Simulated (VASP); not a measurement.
The system is HfB2.

```xyz
6
Lattice="4.5860 0.0000 0.0000 0.0000 4.5860 0.0000 0.0000 0.0000 4.0619" Properties=species:S:1:pos:R:3 pbc="T T T"
Hf    2.2930    2.2930    2.0309
Hf    0.0000    0.0000    0.0000
B     0.8907    0.8907    2.0309
B     3.6953    3.6953    2.0309
B     3.6953    0.8907    2.0309
B     0.8907    3.6953    2.0309
```

The cell was built from a structure type or drawn by symmetry, and may not be a known phase.

* Program: VASP 6.6.1
* Task: relaxation of cell and atoms
* Functional: PBE
* Potentials or basis: VASP PAW PBE potentials, release 64 (Hf_pv, B)
* Cutoff: 600 eV
* k mesh: 4 × 4 × 4
* Occupations: gaussian, width 0.1 eV
* Spin: no spin polarisation

At the start: pressure 18.7 GPa; volume 14.24 Å³/atom.

Q: Where does the relaxation end?

A: Over 6 steps the energy falls by 426.3 meV/atom and the volume is 17.03 Å³/atom (+19.6 %); space group P4/mmm (No. 123, to 0.1 Å) before and after.

The path:
```csv
step,energy change (eV),largest force (eV/Å),pressure (GPa),volume (Å³)
1,0.0000,5.2756,18.66,85.43
2,-1.6715,3.7434,3.12,107.20
3,-2.4674,0.9061,5.16,98.22
4,-2.4702,0.7985,5.31,97.89
5,-2.4866,0.5913,-4.34,106.25
6,-2.5578,0.0266,-0.11,102.17
```

Final structure:
```yaml
crystal:
  lattice:
    - [4.97580, 0.00000, 0.00000]
    - [0.00000, 4.97580, 0.00000]
    - [0.00000, 0.00000, 4.12682]
  atoms:
    - { symbol: Hf, position: [0.50000, 0.50000, 0.50000] }
    - { symbol: Hf, position: [0.00000, 0.00000, 0.00000] }
    - { symbol: B, position: [0.17130, 0.17130, 0.50000] }
    - { symbol: B, position: [0.82870, 0.82870, 0.50000] }
    - { symbol: B, position: [0.82870, 0.17130, 0.50000] }
    - { symbol: B, position: [0.17130, 0.82870, 0.50000] }
```

Caveat: the k points lie up to 0.38 Å⁻¹ apart in the final cell, too coarse for converged energies and pressures of a metal; the volume moved by over 15 % at a fixed basis, so the end points are rough.
